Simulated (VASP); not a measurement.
Write the native input for VASP 6.6.1 that does the following.

```yaml
Task: single point
Functional: PBE
Potentials_or_basis: VASP PAW PBE potentials, release 64 (Gd)
Cutoff: 520 eV
k_mesh: 9 × 9 × 5
Occupations: methfessel-paxton, width 0.1 eV
Spin: collinear spin, ferromagnetic start
Starting_moments: "[9.1, 9.1] μB"
Dipole_correction: no
Further_INCAR_settings: ALGO = Normal; EDIFF = 1e-07; NBANDS = 29
```

The structure of Gd lies in POSCAR:

```
Gd
1.0
    3.5427278016      0.0000000000      0.0000000000
   -1.7713639008      3.0680919161      0.0000000000
    0.0000000000      0.0000000000      5.6342623172
Gd
2
Direct
    0.3333333333      0.6666666667      0.2500000000
    0.6666666667      0.3333333333      0.7500000000
```

The input as run:

INCAR

```
SYSTEM = Gd
  PREC = Accurate
  ENCUT = 520
  EDIFF = 1E-7
  ISMEAR = 1
  SIGMA = 0.1
  LREAL = .FALSE.
  LASPH = .TRUE.
  NELM = 150
  ALGO = Normal
  ISIF = 2
  LWAVE = .FALSE.
  LCHARG = .FALSE.
  ISPIN = 2
  MAGMOM = 9.1 9.1
  LORBIT = 11
  LMAXMIX = 6
  GGA = PE
  NBANDS = 29
```

KPOINTS

```
regular mesh
0
G
  9 9 5
  0 0 0
```

Potentials or basis: VASP PAW PBE potentials, release 64 (Gd).

Run with:

```console
$ cat potpaw_PBE.64/Gd/POTCAR > POTCAR
$ mpirun -np 1 vasp_std > vasp.out
```

Results of the run:

```yaml
Pressure: 3.6 GPa
Net_moment: 15.18 μB per cell
Site_moments: Gd +7.00 μB
Valence_electrons_inside_the_program's_atomic_spheres: Gd 15.23
```

Caveat: the cell stands under pressure.

Wall time 12 min on 1 thread of Intel Xeon 8259CL, with other jobs on the host, peak memory 0.28 GiB.
